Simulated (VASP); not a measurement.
Wanted: the native input for a VASP 6.6.1 run.

- Task: single point
- Functional: PBE
- Potentials or basis: VASP PAW PBE potentials, release 64 (Sn_d, Se)
- Cutoff: 520 eV
- k mesh: 6 × 6 × 2
- Occupations: gaussian, width 0.01 eV
- Spin: no spin polarisation
- Dipole correction: no
- Further INCAR settings: ALGO = Normal; EDIFF = 1e-06; NBANDS = 20

The structure of SnSe2 lies in POSCAR:

```
SnSe2
1.0
    3.7103948499      0.0000000000      0.0000000000
   -1.8551974250      3.2132961981      0.0000000000
    0.0000000000      0.0000000000      6.0402666924
Sn Se
1 2
Direct
    0.0000000000      0.0000000000      0.0000000000
    0.3333333333      0.6666666667      0.2651301888
    0.6666666667      0.3333333333      0.7348698112
```

This cell differs from its parent crystal: strain -3.0%.

These files were run (other wordings do the same):

INCAR

```
ALGO = Normal
EDIFF = 1E-6
ENCUT = 520
GGA = PE
ISIF = 2
ISMEAR = 0
LASPH = True
LCHARG = False
LREAL = False
LWAVE = False
NBANDS = 20
NELM = 80
PREC = Accurate
SIGMA = 0.01
```

KPOINTS

```
k-points
0
Gamma
  6 6 2
```

Potentials or basis: VASP PAW PBE potentials, release 64 (Sn_d, Se).

Command:

```sh
$ cat potpaw_PBE.64/Sn_d/POTCAR potpaw_PBE.64/Se/POTCAR > POTCAR
$ mpirun -np 1 vasp_std > vasp.out
```

It gave:

```json
{
 "Pressure": "7.7 GPa",
 "Largest force": "0.298 eV/Å",
 "Band gap on the k mesh": "0.66 eV, indirect (least direct gap 1.49 eV)"
}
```

Caveat: the k points lie up to 0.52 Å⁻¹ apart; the cell differs from its parent crystal (strain -3.0%); spin-orbit coupling is left out, which moves the levels of the heavy elements.

Wall time 14 s on 1 thread of Intel(R) Xeon(R) Platinum 8488C (Sapphire Rapids), on a shared host, peak memory 0.19 GiB.
